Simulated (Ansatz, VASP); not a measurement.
**One calculation of Al2O3, two programs**

```
Al O
1.0
     2.79780    0.00000    0.00000
    -1.39890    2.42296    0.00000
     0.00000    0.00000    9.19670
Al O
2 3
Cartesian
  0.0000 0.0000 1.3794
  0.0000 0.0000 7.8173
  0.0000 1.6153 2.0446
  1.3989 0.8077 0.0000
  0.0000 1.6153 7.1521
```

Change from the starting cell: strain -0.030 along x and y, -0.015 along z, atoms carried along.

Alike in both runs: task single point; functional LDA; k mesh 12 × 12 × 4; occupations gaussian, width 0.05 eV; no spin polarisation.

|  | VASP | Ansatz |
| --- | --- | --- |
| version | VASP 6.6.1 | Ansatz 0.2.0 |
| potentials or method | VASP PAW LDA potentials, release 64 (Al, O), cutoff 520 eV | scalar-relativistic, plane waves, PAW |
| valence electrons in the cell | 24 | 24 |

```csv
,VASP,Ansatz,Ansatz less VASP
gap on the k mesh at the Fermi level (eV),5.57,5.59,+0.019
least direct gap on the mesh (eV),5.87,5.88,+0.013
pressure (GPa),6.3,5.4,-0.91
"traceless stress, the component that is largest in VASP (GPa)",-5.46,-4.77,+0.690
rms of the force components (eV/Å),0.253,0.235,-0.0175
```

LDA's correlation is that of Perdew and Zunger in VASP and of Perdew and Wang (1992) in Ansatz. Atom by atom the forces differ by 0.020 eV/Å (rms over components).
